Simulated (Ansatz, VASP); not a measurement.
## Pd in VASP and in Ansatz

```
Pd
1.0
     0.00000    1.97106    1.97106
     1.97106    0.00000    1.97106
     1.97106    1.97106    0.00000
Pd
1
Direct
  0.00000 0.00000 0.00000
```

Alike in both runs: functional PBE; k mesh 24 × 24 × 24; no spin polarisation.

Ansatz relaxed the structure, and its values are those at the end. VASP's run is a single point on that final structure, the one shown.

|  | VASP | Ansatz |
| --- | --- | --- |
| version | VASP 6.6.1 | Ansatz 0.2.0 |
| potentials or method | VASP PAW PBE potentials, release 64 (Pd) | plane-wave PAW, scalar-relativistic |
| plane-wave cutoff (eV) | 520 | 420 |
| occupations | methfessel-paxton of order 1, width 0.1 eV | cold, width 0.1 eV |
| valence electrons in the cell | 10 | 18 |

|  | VASP | Ansatz | Ansatz less VASP |
| --- | --- | --- | --- |
| pressure (GPa) | -0.3 | 0.0 | +0.25 |

VASP's potentials hold 10 valence electrons a cell and Ansatz's 18, so a difference there can come from the potentials and not from the codes.
